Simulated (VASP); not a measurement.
# C (Cmme) in VASP: further runs

Runs on C. Level: LDA. Tasks: single point.

Program: VASP 6.6.1. These are calculated values, not measurements. Logs are shortened: lines on timing, memory, paths and dates and some standing lists are left out, and cuts for length are marked.

## 1. The cell of the first run

Symmetry: Cmme, No. 67, orthorhombic system. The conventional cell has a = 2.456 Å, b = 4.254 Å, c = 7.173 Å, α = 90.00°, β = 90.00°, γ = 90.00°. Within 1.9 Å of C (site symmetry m) lie 3 C at 1.42 Å.

## 2. Single point, LDA

The input, INCAR:

```
SYSTEM = C
PREC = Accurate
ENCUT = 520
EDIFF = 1E-6
ISMEAR = -1
SIGMA = 0.2
LREAL = .FALSE.
LASPH = .TRUE.
NELM = 80
ALGO = Normal
ISIF = 2
LWAVE = .FALSE.
LCHARG = .FALSE.
NBANDS = 16
```

The input, KPOINTS:

```
regular mesh
0
G
  18 18 6
  0 0 0
```

The input, POSCAR:

```
C
1.0
    1.2280479700     -2.1270618200      0.0000000000
    1.2280479700      2.1270618200      0.0000000000
    0.0000000000      0.0000000000      7.1732677600
C
4
Direct
    0.0833794600      0.9166205400      0.7531376000
    0.5833794600      0.4166205400      0.2468624000
    0.9166205400      0.0833794600      0.2468624000
    0.4166205400      0.5833794600      0.7531376000
```

Potentials or basis: VASP PAW LDA potentials, release 64 (C).

On the command line:

```console
> cat potpaw_LDA.64/C/POTCAR > POTCAR
> mpirun -np 1 vasp_std > vasp.out
```

OUTCAR:

```text
SYSTEM = C
   PREC = Accurate
   ENCUT = 520
   EDIFF = 1E-6
   ISMEAR = -1
   LREAL = .FALSE.
   LASPH = .TRUE.
   NELM = 80
   ISIF = 2

 ion  position               nearest neighbor table
   1  0.083  0.917  0.753-   4 1.42   4 1.42   4 1.42
   2  0.583  0.417  0.247-   3 1.42   3 1.42   3 1.42
   3  0.917  0.083  0.247-   2 1.42   2 1.42   2 1.42
   4  0.417  0.583  0.753-   1 1.42   1 1.42   1 1.42

  LATTYP: Found a hexagonal cell.
 ALAT       =     2.4561135566
 C/A-ratio  =     2.9205765918

  Lattice vectors:

 A1 = (   1.2280479700,  -2.1270618200,   0.0000000000)
 A2 = (   1.2280479700,   2.1270618200,   0.0000000000)
 A3 = (   0.0000000000,   0.0000000000,   7.1732677600)

Analysis of symmetry for initial positions (statically):
=====================================================================
 Subroutine PRICEL returns:
 Original cell was already a primitive cell.

 Routine SETGRP: Setting up the symmetry group for a
 hexagonal supercell.

 Subroutine GETGRP returns: Found  8 space group operations
 (whereof  4 operations were pure point group operations)
 out of a pool of 24 trial point group operations.

The static configuration has the point symmetry C_2h.
 The point group associated with its full space group is D_2h.

Analysis of symmetry for dynamics (positions and initial velocities):
=====================================================================
 Subroutine PRICEL returns:
 Original cell was already a primitive cell.

 Routine SETGRP: Setting up the symmetry group for a
 hexagonal supercell.

 Subroutine GETGRP returns: Found  8 space group operations
 (whereof  4 operations were pure point group operations)
 out of a pool of 24 trial point group operations.

The dynamic configuration has the point symmetry C_2h.
 The point group associated with its full space group is D_2h.

 Subroutine INISYM returns: Found  8 space group operations
 (whereof  4 operations are pure point group operations),
 and found     1 'primitive' translations

----------------------------------------------------------------------------------------

                                     Primitive cell

  volume of cell :      37.4751

  direct lattice vectors                    reciprocal lattice vectors
     1.228047970 -2.127061820  0.000000000     0.407150219 -0.235066041  0.000000000
     1.228047970  2.127061820  0.000000000     0.407150219  0.235066041  0.000000000
     0.000000000  0.000000000  7.173267760     0.000000000  0.000000000  0.139406479
[... 90 lines left out ...]
   EDIFFG = 0.1E-04   stopping-criterion for IOM
   NSW    =      0    number of steps for IOM
   IBRION =     -1    ionic relax: 0-MD 1-quasi-New 2-CG
   NFREE  =      0    steps in history (QN), initial steepest desc. (CG)
   ISIF   =      2    stress and relaxation
   ISYM   =      2    0-nonsym 1-usesym 2-fastsym
   POTIM  = 0.5000    time-step for ionic-motion
   TEBEG  =    0.0;   TEEND  =   0.0 temperature during run
   PSTRESS=    0.0 pullay stress
   NELECT =      16.0000    total number of electrons
   NUPDOWN=      -1.0000    fix difference up-down
   EMIN   =  10.00;   EMAX   =-10.00  energy-range for DOS
   EFERMI =   0.00;   METHOD = LEGACY
   ISMEAR =    -1;   SIGMA  =   0.20  broadening in eV -4-tet -1-fermi 0-gaus
   EFERMI_NEDOS =   21; number of points for ismear=-14 and -15
   IALGO  =     38    algorithm
   IMIX   =      4    mixing-type and parameters
     AMIX     =   0.40;   BMIX     =  1.00
     AMIX_MAG =   1.60;   BMIX_MAG =  1.00
  volume/ion in A,a.u.               =       9.37        63.22
  Fermi-wavevector in a.u.,A,eV,Ry     =   1.232728  2.329519 20.675669  1.519619
  Thomas-Fermi vector in A             =   2.367487
   LORBIT       =      0    0 simple, 1 ext, 2 COOP (PROOUT), +10 PAW based schemes
   GGA     = CA    functional components
   LHFCALC =     F    Hartree Fock is set to
   AEXX    =    0.0000 exact exchange contribution
   IVDW    =     0    specifies the selected vdW correction
   LEPSILON=     F    determine dielectric tensor
   LRPA    =     F    only Hartree local field effects (RPA)
 non-spin polarized calculation
  energy-cutoff  :      520.00
  volume of cell :       37.48
 maximum number of plane-waves:      1028
   NGX =  9   NGY =  9   NGZ = 27

 number of electron      15.9999996 magnetization

 Free energy of the ion-electron system (eV)
  ---------------------------------------------------
  ext. energy  EPLUGINS =         0.00000000
  ---------------------------------------------------
  free energy    TOTEN  =       -40.43254829 eV

  energy without entropy =      -40.42114155  energy(sigma->0) =      -40.42684492

 E-fermi :   4.0427     XC(G=0): -10.3386

 val. band max:        4.0249809072   @ k =   0.3333   0.3333   0.5000
 cond. band min:       4.0496767117   @ k =   0.3333   0.3333   0.5000
 fundamental gap:      0.0246958045
 Fermi energy:         4.0426881400

 k-point     1 :       0.0000    0.0000    0.0000
  band No.  band energies     occupation
      1     -15.4269      2.00000
      2     -15.2374      2.00000
      3      -4.3646      2.00000
      4      -2.9061      2.00000
      5       1.0200      2.00000
      6       1.0260      2.00000
[... 433 lines left out ...]
      3      -3.7370      2.00000
      4      -2.3101      2.00000
      5      -0.7203      2.00000
      6      -0.7026      2.00000
[... 8 lines left out ...]
     15      14.1575      0.00000
     16      14.2175      0.00000

 [... further k-points ...]

------------------------ aborting loop because EDIFF is reached ----------------------------------------

  FORCE on cell =-STRESS in cart. coord.  units (eV):
  Direction    XX          YY          ZZ          XY          YZ          ZX
  --------------------------------------------------------------------------------------
  -------------------------------------------------------------------------------------
  Total       -0.9495266     -0.9854378     -0.2862862      0.0000000      0.0000000      0.0000000
  in kB      -40.5952497    -42.1305685    -12.2396361      0.0000000      0.0000000      0.0000000
  external PRESSURE =     -31.6551514 kB  Pullay stress =       0.0000000 kB

 VOLUME and BASIS-vectors are now :
 -----------------------------------------------------------------------------
  energy-cutoff  :      520.00
  volume of cell :       37.48
      direct lattice vectors                 reciprocal lattice vectors
     1.228047970 -2.127061820  0.000000000     0.407150219 -0.235066041  0.000000000
     1.228047970  2.127061820  0.000000000     0.407150219  0.235066041  0.000000000
     0.000000000  0.000000000  7.173267760     0.000000000  0.000000000  0.139406479

 POSITION                                       TOTAL-FORCE (eV/Angst)
 -----------------------------------------------------------------------------------
      1.22805      1.77236      5.40246         0.000000      0.022517     -0.003214
      1.22805     -0.35471      1.77081         0.000000      0.022517      0.003214
      1.22805     -1.77236      1.77081         0.000000     -0.022517      0.003214
      1.22805      0.35471      5.40246         0.000000     -0.022517     -0.003214
 -----------------------------------------------------------------------------------
    total drift:                                0.000000     -0.000000      0.000000

  FREE ENERGIE OF THE ION-ELECTRON SYSTEM (eV)
  ---------------------------------------------------
  free  energy   TOTEN  =       -40.4325482865 eV

  energy  without entropy=      -40.4211415549  energy(sigma->0) =      -40.42684492
```

OSZICAR:

```text
N       E                     dE             d eps       ncg     rms          rms(c)
DAV:   1     0.325095671292E+02    0.32510E+02   -0.78760E+03 11672   0.916E+02
DAV:   2    -0.403763244007E+02   -0.72886E+02   -0.66321E+02 16376   0.190E+02
DAV:   3    -0.432458393145E+02   -0.28695E+01   -0.28545E+01 15360   0.355E+01
DAV:   4    -0.432727178107E+02   -0.26878E-01   -0.26869E-01 14536   0.421E+00
DAV:   5    -0.432731711776E+02   -0.45337E-03   -0.45335E-03 15056   0.515E-01    0.928E+00
DAV:   6    -0.411085596376E+02    0.21646E+01   -0.15449E+00 13952   0.767E+00    0.528E+00
DAV:   7    -0.404317822889E+02    0.67678E+00   -0.17593E+00 14472   0.835E+00    0.144E+00
DAV:   8    -0.404350597651E+02   -0.32775E-02   -0.93516E-02 14000   0.180E+00    0.356E-01
DAV:   9    -0.404326484360E+02    0.24113E-02   -0.33283E-03 14672   0.385E-01    0.125E-01
DAV:  10    -0.404325511456E+02    0.97290E-04   -0.64393E-04 14712   0.162E-01    0.668E-02
DAV:  11    -0.404325482282E+02    0.29175E-05   -0.23335E-05 14400   0.296E-02    0.125E-02
DAV:  12    -0.404325482865E+02   -0.58306E-07   -0.24502E-07 10560   0.404E-03
   1 F= -.40432548E+02 E0= -.40426845E+02  d E =-.114067E-01
```

stdout:

```text
POSCAR found type information on POSCAR C
 POSCAR found :  1 types and       4 ions
 scaLAPACK will be used
 LDA part: xc-table for (Slater(with rela. corr.)+CA(PZ))
 , standard interpolation
 POSCAR, INCAR and KPOINTS ok, starting setup
 FFT: planning ... GRIDC
 FFT: planning ... GRID_SOFT
 FFT: planning ... GRID
 WAVECAR not read
 entering main loop
```

Wall time 4.6 min (1 thread of Intel Xeon 8259CL, shared host); peak memory 0.25 GiB.

What came out:

- Free energy: -40.4325 eV
- Pressure: -3.2 GPa
- Largest force: 0.023 eV/Å

Forces in eV/Å, atoms in the order of the input:
```
C    0.000  0.023 -0.003
C    0.000  0.023  0.003
C    0.000 -0.023  0.003
C    0.000 -0.023 -0.003
```

Caveat: the cell stands under tension.

## 3. Single point, LDA

The input, INCAR:

```
PREC     = Accurate       # precision mode
ENCUT    = 520            # plane-wave cutoff, eV
EDIFF    = 1E-6           # SCF threshold, eV
ISMEAR   = 1              # smearing method
SIGMA    = 0.02           # smearing width, eV
LREAL    = F              # projectors in reciprocal space
LASPH    = T              # aspherical terms in the spheres
NELM     = 60             # most SCF steps
ALGO     = Normal         # electronic algorithm
ISIF     = 2              # what is computed and relaxed
LWAVE    = F              # write WAVECAR
LCHARG   = F              # write CHGCAR
NBANDS   = 16             # bands
```

The input, KPOINTS:

```
Automatic mesh
0
Gamma
  18 18 6
```

POSCAR is that of step 2.

Potentials or basis: VASP PAW LDA potentials, release 64 (C).

On the command line:

```console
> cat potpaw_LDA.64/C/POTCAR > POTCAR
> mpirun -np 1 vasp_std > vasp.out
```

Run time: 4.3 min. Hardware: 1 thread of Intel Xeon 8259CL, shared host; peak memory 0.25 GiB.

The run converged. Its results:

```yaml
Free_energy: -40.4277 eV
Pressure: -3.2 GPa
Largest_force: 0.027 eV/Å
```

Forces on the atoms (eV/Å):
```
C    0.000  0.027 -0.002
C    0.000  0.027  0.002
C    0.000 -0.027  0.002
C    0.000 -0.027 -0.002
```

Stress tensor (GPa, compression positive):
```
-4.09  0.00  0.00
 0.00 -4.24  0.00
 0.00  0.00 -1.25
```

Caveat: the cell stands under tension.

## 4. Single point, LDA

The input, INCAR:

```
ALGO = Normal
EDIFF = 1E-6
ENCUT = 520
ISIF = 2
ISMEAR = 1
LASPH = True
LCHARG = False
LREAL = False
LWAVE = False
NBANDS = 16
NELM = 100
PREC = Accurate
SIGMA = 0.2
```

The input, KPOINTS:

```
k-points
0
Gamma
  18 18 6
```

POSCAR is that of step 3.

On the command line:

```console
> cat potpaw_LDA.64/C/POTCAR > POTCAR
> mpirun -np 1 vasp_std > vasp.out
```

Run time: 3.9 min. Hardware: 1 thread of Intel Xeon 8259CL, shared host; peak memory 0.25 GiB.

The run converged. Its results:

```yaml
Free_energy: -40.4278 eV
Pressure: -3.2 GPa
Largest_force: 0.026 eV/Å
```

Forces in eV/Å, atoms in the order of the input:
```
C    0.000  0.026 -0.003
C    0.000  0.026  0.003
C    0.000 -0.026  0.003
C    0.000 -0.026 -0.003
```

Stress tensor (GPa, compression positive):
```
-4.09  0.00  0.00
 0.00 -4.24  0.00
 0.00  0.00 -1.25
```

Caveat: the cell stands under tension.

## 5. Single point, LDA

The input, INCAR:

```
SYSTEM = C
PREC     = Accurate       ! precision mode
ENCUT    = 520            ! plane-wave cutoff, eV
EDIFF    = 1E-6           ! SCF threshold, eV
ISMEAR   = 1              ! smearing method
SIGMA    = 0.3            ! smearing width, eV
LREAL    = .False.        ! projectors in reciprocal space
LASPH    = .True.         ! aspherical terms in the spheres
NELM     = 80             ! most SCF steps
ALGO     = Normal         ! electronic algorithm
ISIF     = 2              ! what is computed and relaxed
LWAVE    = .False.        ! write WAVECAR
LCHARG   = .False.        ! write CHGCAR
GGA      = CA             ! functional
NBANDS   = 16             ! bands
```

The input, KPOINTS:

```
regular mesh
0
Gamma
  18 18 6
  0 0 0
```

POSCAR is that of step 4.

Potentials or basis: VASP PAW LDA potentials, release 64 (C).

On the command line:

```console
> cat potpaw_LDA.64/C/POTCAR > POTCAR
> mpirun -np 1 vasp_std > vasp.out
```

OUTCAR:

```text
SYSTEM = C
   PREC = Accurate
   ENCUT = 520
   EDIFF = 1E-6
   ISMEAR = 1
   LREAL = .False.
   LASPH = .True.
   NELM = 80
   ISIF = 2
   GGA = CA

 ion  position               nearest neighbor table
   1  0.083  0.917  0.753-   4 1.42   4 1.42   4 1.42
   2  0.583  0.417  0.247-   3 1.42   3 1.42   3 1.42
   3  0.917  0.083  0.247-   2 1.42   2 1.42   2 1.42
   4  0.417  0.583  0.753-   1 1.42   1 1.42   1 1.42

  LATTYP: Found a hexagonal cell.
 ALAT       =     2.4561135566
 C/A-ratio  =     2.9205765918

  Lattice vectors:

 A1 = (   1.2280479700,  -2.1270618200,   0.0000000000)
 A2 = (   1.2280479700,   2.1270618200,   0.0000000000)
 A3 = (   0.0000000000,   0.0000000000,   7.1732677600)

Analysis of symmetry for initial positions (statically):
=====================================================================
 Subroutine PRICEL returns:
 Original cell was already a primitive cell.

 Routine SETGRP: Setting up the symmetry group for a
 hexagonal supercell.

 Subroutine GETGRP returns: Found  8 space group operations
 (whereof  4 operations were pure point group operations)
 out of a pool of 24 trial point group operations.

The static configuration has the point symmetry C_2h.
 The point group associated with its full space group is D_2h.

Analysis of symmetry for dynamics (positions and initial velocities):
=====================================================================
 Subroutine PRICEL returns:
 Original cell was already a primitive cell.

 Routine SETGRP: Setting up the symmetry group for a
 hexagonal supercell.

 Subroutine GETGRP returns: Found  8 space group operations
 (whereof  4 operations were pure point group operations)
 out of a pool of 24 trial point group operations.
[... 122 lines left out ...]
   EFERMI_NEDOS =   21; number of points for ismear=-14 and -15
   IALGO  =     38    algorithm
   IMIX   =      4    mixing-type and parameters
     AMIX     =   0.40;   BMIX     =  1.00
     AMIX_MAG =   1.60;   BMIX_MAG =  1.00
  volume/ion in A,a.u.               =       9.37        63.22
  Fermi-wavevector in a.u.,A,eV,Ry     =   1.232728  2.329519 20.675669  1.519619
  Thomas-Fermi vector in A             =   2.367487
   LORBIT       =      0    0 simple, 1 ext, 2 COOP (PROOUT), +10 PAW based schemes
   GGA     = CA    functional components
   LHFCALC =     F    Hartree Fock is set to
   AEXX    =    0.0000 exact exchange contribution
   IVDW    =     0    specifies the selected vdW correction
   LEPSILON=     F    determine dielectric tensor
   LRPA    =     F    only Hartree local field effects (RPA)
 non-spin polarized calculation
 Methfessel and Paxton  Order N= 1 SIGMA  =   0.30
  energy-cutoff  :      520.00
  volume of cell :       37.48
 maximum number of plane-waves:      1028
   NGX =  9   NGY =  9   NGZ = 27

 number of electron      15.9999996 magnetization

 Free energy of the ion-electron system (eV)
  ---------------------------------------------------
  ext. energy  EPLUGINS =         0.00000000
  ---------------------------------------------------
  free energy    TOTEN  =       -40.42788951 eV

  energy without entropy =      -40.42765496  energy(sigma->0) =      -40.42781133

 E-fermi :   4.0305     XC(G=0): -10.3386

 val. band max:        4.0248581491   @ k =   0.3333   0.3333   0.5000
 cond. band min:       4.0495504579   @ k =   0.3333   0.3333   0.5000
 fundamental gap:      0.0246923087
 Fermi energy:         4.0304611571

 k-point     1 :       0.0000    0.0000    0.0000
  band No.  band energies     occupation
      1     -15.4270      2.00000
      2     -15.2375      2.00000
      3      -4.3647      2.00000
      4      -2.9062      2.00000
      5       1.0198      2.00000
      6       1.0258      2.00000
[... 433 lines left out ...]
      3      -3.7371      2.00000
      4      -2.3102      2.00000
      5      -0.7205      2.00000
      6      -0.7028      2.00000
[... 8 lines left out ...]
     15      14.1573      0.00000
     16      14.2173      0.00000

 [... further k-points ...]

------------------------ aborting loop because EDIFF is reached ----------------------------------------

  FORCE on cell =-STRESS in cart. coord.  units (eV):
  Direction    XX          YY          ZZ          XY          YZ          ZX
  --------------------------------------------------------------------------------------
  -------------------------------------------------------------------------------------
  Total       -0.9591689     -0.9898289     -0.2888239      0.0000000     -0.0000000      0.0000000
  in kB      -41.0074921    -42.3183000    -12.3481313      0.0000000     -0.0000000      0.0000000
  external PRESSURE =     -31.8913078 kB  Pullay stress =       0.0000000 kB

 VOLUME and BASIS-vectors are now :
 -----------------------------------------------------------------------------
  energy-cutoff  :      520.00
  volume of cell :       37.48
      direct lattice vectors                 reciprocal lattice vectors
     1.228047970 -2.127061820  0.000000000     0.407150219 -0.235066041  0.000000000
     1.228047970  2.127061820  0.000000000     0.407150219  0.235066041  0.000000000
     0.000000000  0.000000000  7.173267760     0.000000000  0.000000000  0.139406479

 POSITION                                       TOTAL-FORCE (eV/Angst)
 -----------------------------------------------------------------------------------
      1.22805      1.77236      5.40246         0.000000      0.025748     -0.003017
      1.22805     -0.35471      1.77081         0.000000      0.025748      0.003017
      1.22805     -1.77236      1.77081         0.000000     -0.025748      0.003017
      1.22805      0.35471      5.40246         0.000000     -0.025748     -0.003017
 -----------------------------------------------------------------------------------
    total drift:                                0.000000     -0.000000      0.000000

  FREE ENERGIE OF THE ION-ELECTRON SYSTEM (eV)
  ---------------------------------------------------
  free  energy   TOTEN  =       -40.4278895144 eV

  energy  without entropy=      -40.4276549621  energy(sigma->0) =      -40.42781133
```

Wall time 4 min (1 thread of Intel Xeon 8259CL, shared host); peak memory 0.25 GiB.

What came out:

```
Free energy   : -40.4279 eV
Pressure      : -3.2 GPa
Largest force : 0.026 eV/Å
```

Forces on the atoms (eV/Å):
```
C    0.000  0.026 -0.003
C    0.000  0.026  0.003
C    0.000 -0.026  0.003
C    0.000 -0.026 -0.003
```

Caveat: the cell stands under tension; so wide a smearing shifts energies and pressures.

## 6. Overview

```tsv
smearing	pressure (GPa)	largest force (eV/Å)
fermi-dirac 0.2 eV	-3.2	0.02
methfessel-paxton 0.02 eV	-3.2	0.03
methfessel-paxton 0.2 eV	-3.2	0.03
methfessel-paxton 0.3 eV	-3.2	0.03
```

Alike in all rows: task single point; level LDA; potentials or basis VASP PAW LDA potentials, release 64 (C); no spin polarisation; cell as given; k mesh 18 × 18 × 6; cutoff (eV) 520.

Caveats: the cell stands under tension; so wide a smearing shifts energies and pressures (at least some runs).

Total energies depend on the potentials used, so only differences within one code and one set of settings carry meaning.
